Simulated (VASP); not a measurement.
ScAlH6:

```
CELL_PARAMETERS angstrom
3.31698 1.91506 2.15222
-3.31698 1.91506 2.15222
0.00000 -3.83012 2.15222
ATOMIC_POSITIONS crystal
Sc 0.00000 0.00000 0.00000
Al 0.50000 0.50000 0.50000
H 0.58298 0.26425 0.21942
H 0.26425 0.21942 0.58298
H 0.78058 0.41702 0.73575
H 0.73575 0.78058 0.41702
H 0.41702 0.73575 0.78058
H 0.21942 0.58298 0.26425
```

| Quantity | Value |
| --- | --- |
| Program | VASP 6.6.1 |
| Task | relaxation of cell and atoms |
| Functional | PBEsol |
| Potentials or basis | VASP PAW PBE potentials, release 64 (Sc_sv, Al, H) |
| Cutoff | 600 eV |
| k mesh | 6 × 6 × 6 |
| Occupations | fermi-dirac, width 0.03 eV |
| Spin | no spin polarisation |

At the start: pressure -6.2 GPa; volume 10.25 Å³/atom.

Task: Where does the relaxation end?

Result: Over 27 steps the energy falls by 356.0 meV/atom and the volume is 6.98 Å³/atom (-31.9 %); space group R-3 (No. 148, to 0.05 Å).

Step by step:
```csv
step,energy change (eV),largest force (eV/Å),pressure (GPa),volume (Å³)
1,0.0000,1.9631,-6.15,82.03
2,-1.1054,1.1695,-9.06,77.44
3,-2.2252,0.5836,-10.54,67.40
4,-2.6511,0.5163,-0.77,58.03
5,-2.6594,0.5072,1.16,56.77
6,-2.7571,0.2725,0.98,56.97
7,-2.7848,0.2091,0.93,57.14
8,-2.8049,0.0874,-0.55,57.80
9,-2.8076,0.0465,-1.28,58.15
10,-2.8137,0.0376,-0.12,57.45
11,-2.8137,0.0379,-0.04,57.41
12,-2.8148,0.0395,0.04,57.32
13,-2.8173,0.0472,0.30,57.03
14,-2.8195,0.0680,0.81,56.47
15,-2.8198,0.0675,0.81,56.47
16,-2.8209,0.0656,0.76,56.45
17,-2.8231,0.0623,0.68,56.41
18,-2.8272,0.0575,0.50,56.35
19,-2.8340,0.0568,0.07,56.21
20,-2.8359,0.0961,-0.88,55.93
21,-2.8375,0.0719,-0.42,56.06
22,-2.8422,0.0607,-0.26,55.90
23,-2.8458,0.0480,-0.05,55.64
24,-2.8458,0.0473,-0.01,55.60
25,-2.8467,0.0288,0.10,55.63
26,-2.8475,0.0120,0.32,55.70
27,-2.8478,0.0067,0.11,55.86
```

Final structure:
```
Sc Al H
1.0
     2.92111    1.68650    1.88990
    -2.92111    1.68650    1.88990
     0.00000   -3.37301    1.88990
Sc Al H
1 1 6
Cartesian
  0.0000 0.0000 0.0000
  0.0000 0.0000 2.8349
  0.9311 0.9095 1.7018
  0.3221 -1.2611 1.7018
  1.2532 -0.3516 3.9679
  -0.3221 1.2611 3.9679
  -0.9311 -0.9095 3.9679
  -1.2532 0.3516 1.7018
```

Caveat: the volume moved by over 15 % at a fixed basis, so the end points are rough; the PAW data sets were made with another functional, which shifts forces and pressure a little.
